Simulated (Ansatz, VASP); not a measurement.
# Two plane-wave programs on BaF2

Contents of INCAR:

```
ALGO = Normal
EDIFF = 1E-6
ENCUT = 600
GGA = PE
GGA_COMPAT = False
ISIF = 2
ISMEAR = -1
LASPH = True
LCHARG = False
LREAL = False
LWAVE = False
NBANDS = 19
NELM = 120
PREC = Accurate
SIGMA = 0.05
```

Contents of KPOINTS:

```
k-points
0
Gamma
  6 6 6
```

The input POSCAR:

```
BaF2
1.0
    0.0000000000      3.1273646233      3.1273646233
    3.1273646233      0.0000000000      3.1273646233
    3.1273646233      3.1273646233      0.0000000000
Ba F
1 2
Direct
    0.0000000000      0.0000000000      0.0000000000
    0.2500000000      0.2500000000      0.2500000000
    0.7500000000      0.7500000000      0.7500000000
```

Input for Ansatz:

```yaml
crystal:
  lattice:
    - [0.0, 3.1273646232758545, 3.1273646232758545]
    - [3.1273646232758545, 0.0, 3.1273646232758545]
    - [3.1273646232758545, 3.1273646232758545, 0.0]
  atoms:
    - { symbol: Ba, position: [0.0, 0.0, 0.0] }
    - { symbol: F, position: [0.25, 0.25, 0.25] }
    - { symbol: F, position: [0.75, 0.75, 0.75] }
basis:
  ecutwfc: 500.0
kpoints:
  mp_grid:
    grid: [6, 6, 6]
hamiltonian:
  xc: pbe
  pseudopotentials:
    kind: paw
scf:
  occupations:
    method: fermi_dirac
    width: 0.05
output:
  stress: true
```

Alike in both runs: task single point; functional PBE; k mesh 6 × 6 × 6; occupations fermi-dirac, width 0.05 eV; no spin polarisation.

|  | VASP | Ansatz |
| --- | --- | --- |
| version | VASP 6.6.1 | Ansatz 0.2.0 |
| potentials or method | VASP PAW PBE potentials, release 64 (Ba_sv, F), cutoff 600 eV | plane waves, PAW |
| valence electrons in the cell | 24 | 24 |

```csv
,VASP,Ansatz,Ansatz less VASP
pressure (GPa),0.7,-0.2,-0.88
```

Spin-orbit coupling is off throughout.
